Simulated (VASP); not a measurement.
CrRh, 2 atoms in the cell. The structure is hexagonal, space group P-6m2 (No. 187). The conventional cell has a = 2.673 Å, b = 2.673 Å, c = 4.219 Å, α = 90.00°, β = 90.00°, γ = 120.00°. Within 3.4 Å of Cr (site symmetry -6m2) lie 6 Rh at 2.61 Å and 6 Cr at 2.67 Å. Rh (site symmetry -6m2) has 6 Cr at 2.61 Å and 6 Rh at 2.67 Å within 3.4 Å. 

- Program: VASP 6.6.1
- Task: single point
- Functional: r2SCAN
- Potentials or basis: VASP PAW PBE potentials, release 64 (Cr_pv, Rh_pv)
- Cutoff: 520 eV
- k mesh: 12 × 12 × 7
- Occupations: fermi-dirac, width 0.1 eV
- Spin: collinear spin, ferromagnetic start
- Starting moments: [3.31, 0.31] μB
- Fixed moment: 3.6 μB
- Dipole correction: no
- Further INCAR settings: ALGO = Normal; EDIFF = 1e-06; NBANDS = 24

Potentials or basis: VASP PAW PBE potentials, release 64 (Cr_pv, Rh_pv).

The run is started by

```console
$ cat potpaw_PBE.64/Cr_pv/POTCAR potpaw_PBE.64/Rh_pv/POTCAR > POTCAR
$ cp INCAR.step1 INCAR
$ mpirun -np 1 vasp_std > vasp.out
$ cp INCAR.step2 INCAR
$ mpirun -np 1 vasp_std > vasp.out
```

Hardware: 1 thread of Intel(R) Xeon(R) Platinum 8488C (Sapphire Rapids) (shared host).

Problem. Estimate the wall time of this run.

Solution. Wall time 4.2 min on 1 thread of Intel(R) Xeon(R) Platinum 8488C (Sapphire Rapids), with other jobs on the host, peak memory 0.21 GiB. Counts: k points 76.
